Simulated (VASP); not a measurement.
Here is a VASP 6.6.1 calculation.

Contents of INCAR:

```
SYSTEM = Si
ALGO     = Normal         ! electronic algorithm
DIPOL    = 0.5 0.5 0.500
EDIFF    = 1E-7           ! SCF threshold, eV
ENCUT    = 520            ! plane-wave cutoff, eV
GGA      = CA             ! functional
IDIPOL   = 3            
ISIF     = 2              ! what is computed and relaxed
ISMEAR   = 0              ! smearing method
LASPH    = .TRUE.         ! aspherical terms in the spheres
LCHARG   = .TRUE.         ! write CHGCAR
LDIPOL   = .TRUE.       
LELF     = .TRUE.         ! ELF
LREAL    = .FALSE.        ! projectors in reciprocal space
LVACPOTAV= .TRUE.       
LVHAR    = .TRUE.       
LWAVE    = .FALSE.        ! write WAVECAR
NBANDS   = 11             ! bands
NELM     = 100            ! most SCF steps
PREC     = Accurate       ! precision mode
SIGMA    = 0.1            ! smearing width, eV
```

File KPOINTS:

```
k-points
0
G
  15 15 1
  0 0 0
```

Contents of POSCAR:

```
Si
1.0
    3.8920000000      0.0000000000      0.0000000000
   -1.9460000000      3.3705708715      0.0000000000
    0.0000000000      0.0000000000     28.0000000000
Si
2
Direct
    0.3333333333      0.6666666667      0.5153035714
    0.6666666667      0.3333333333      0.4846964286
```

Potentials or basis: VASP PAW LDA potentials, release 64 (Si).

Launch:

```bash
$ cat potpaw_LDA.64/Si/POTCAR > POTCAR
$ mpirun -np 1 vasp_std > vasp.out
```

(1) Estimate the work function of the upper face.

(2) Predict the work function of the lower face.

(3) Estimate the band gap on the k mesh.

Answers

(1) 4.80 eV.

(2) 4.80 eV.

(3) zero (filled and empty bands touch).
